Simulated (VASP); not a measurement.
BAs:

```
CELL_PARAMETERS angstrom
0.00000 2.39187 2.39187
2.39187 0.00000 2.39187
2.39187 2.39187 0.00000
ATOMIC_POSITIONS crystal
B 0.00000 0.00000 0.00000
As 0.25000 0.25000 0.25000
```

Base run:

```yaml
Program: VASP 6.6.1
Functional: PBE
Potentials_or_basis: VASP PAW PBE potentials, release 64 (B, As)
Cutoff: 520 eV
k_mesh: 6 × 6 × 6
Occupations: gaussian, width 0.01 eV
Spin: no spin polarisation
```

Its results: band gap on the k mesh 1.28 eV, indirect (least direct gap 3.27 eV); pressure 2.9 GPa.

Task: After a change of settings the same cell gave: band gap on the k mesh 1.95 eV, indirect (least direct gap 4.11 eV); pressure -1.2 GPa. Which change was it?
A. functional from PBE to PBE0; further incar settings from ALGO = Normal; EDIFF = 1e-07; NBANDS = 11 to ALGO = Normal; EDIFF = 1e-06; NBANDS = 11
B. functional from PBE to r2SCAN; k mesh from 6 × 6 × 6 to 10 × 10 × 10
C. functional from PBE to HSE06

Result: C.

HSE06 gives the wider gap, since exact exchange removes part of the self-interaction.

Caveats: the PAW data sets were made with another functional, which shifts forces and pressure a little (some runs).
